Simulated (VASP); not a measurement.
A run of VASP 6.6.1:

INCAR

```
PREC = Accurate
ENCUT = 500
EDIFF = 1E-6
ISMEAR = 0
SIGMA = 0.01
LREAL = F
LASPH = T
NELM = 120
ALGO = Normal
ISIF = 2
LWAVE = F
LCHARG = F
GGA = PE
NBANDS = 26
GGA_COMPAT = F
```

KPOINTS

```
Automatic mesh
0
Gamma
  6 6 4
```

File POSCAR:

```
AgI
1.0
    4.6856839537      0.0000000000      0.0000000000
   -2.3428419769      4.0579213380      0.0000000000
    0.0000000000      0.0000000000      7.6649499861
Ag I
2 2
Direct
    0.6666666667      0.3333333333      0.6276687211
    0.3333333333      0.6666666667      0.1276687211
    0.6666666667      0.3333333333      0.0023312789
    0.3333333333      0.6666666667      0.5023312789
```

Potentials or basis: VASP PAW PBE potentials, release 64 (Ag, I).

The run is started by

```console
$ cat potpaw_PBE.64/Ag/POTCAR potpaw_PBE.64/I/POTCAR > POTCAR
$ mpirun -np 1 vasp_std > vasp.out
```

Hardware: 1 thread of Intel(R) Xeon(R) Platinum 8488C (Sapphire Rapids), on a shared host.

Q: Estimate the wall time of this run.

A: Run time: 68 s on 1 thread of Intel(R) Xeon(R) Platinum 8488C (Sapphire Rapids), with other jobs on the host, peak memory 0.28 GiB. Counts: scf iterations 15, k points 21.
